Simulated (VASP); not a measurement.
Write the native input for VASP 6.6.1 that does the following.

```
Task                   : relaxation of cell and atoms
Functional             : PBE
Potentials or basis    : VASP PAW PBE potentials, release 64 (Al, N)
Cutoff                 : 600 eV
k mesh                 : 13 × 13 × 7
Occupations            : fermi-dirac, width 0.08 eV
Spin                   : no spin polarisation
Target pressure        : 180 GPa
Dipole correction      : no
Further INCAR settings : ALGO = Normal; EDIFF = 1e-07; IBRION = 2; EDIFFG = -0.005; NSW = 60; ISIF = 3
```

The structure of AlN (wurtzite type) lies in POSCAR:

```
AlN
1.0
    2.6345146422      0.0000000000      0.0000000000
   -1.3172573211      2.2815566068      0.0000000000
    0.0000000000      0.0000000000      4.2942588667
Al N
2 2
Direct
    0.3333333333      0.6666666667      0.0000000000
    0.6666666667      0.3333333333      0.5000000000
    0.3333333333      0.6666666667      0.3760000000
    0.6666666667      0.3333333333      0.8760000000
```

The input as run:

INCAR

```
ALGO = Normal ; EDIFF = 1E-7
EDIFFG = -0.005 ; ENCUT = 600
GGA = PE ; IBRION = 2
ISIF = 3 ; ISMEAR = -1
LASPH = T ; LCHARG = F
LREAL = F ; LWAVE = F
NELM = 60 ; NSW = 60
PREC = Accurate ; PSTRESS = 1800.0
SIGMA = 0.08
```

KPOINTS

```
k-points
0
Gamma
  13 13 7
```

Potentials or basis: VASP PAW PBE potentials, release 64 (Al, N).

The run is started by

```console
$ cat potpaw_PBE.64/Al/POTCAR potpaw_PBE.64/N/POTCAR > POTCAR
$ mpirun -np 1 vasp_std > vasp.out
```

Results of the run:

```yaml
Relaxed_volume: 6.66 Å³/atom
Relaxed_cell: a = 2.924 Å, b = 2.924 Å, c = 3.596 Å, α = 90.00°, β = 90.00°, γ = 120.00°
Space_group_after_relaxing_to_0.1_Å: P6_3/mmc (No. 194)
Energy_change_on_relaxing_the_run_minimises_the_enthalpy: -774.2 meV/atom
Ionic_steps: 40
Pressure_after_relaxing: 180.0 GPa
Largest_force_after_relaxing: 0.003 eV/Å
Band_gap_on_the_k_mesh: 4.63 eV (least direct gap 5.97 eV)
```

Caveat: the cell is relaxed towards a set pressure, so the run minimises the enthalpy, not the energy; a cell axis changed by over 15 % at a fixed basis, so the end point is rough; an odd mesh through Γ misses points on the zone boundary, where band edges can lie.

Run time: 8 min on 1 thread of Intel(R) Xeon(R) Platinum 8559C (Emerald Rapids), with other jobs on the host, peak memory 0.18 GiB.
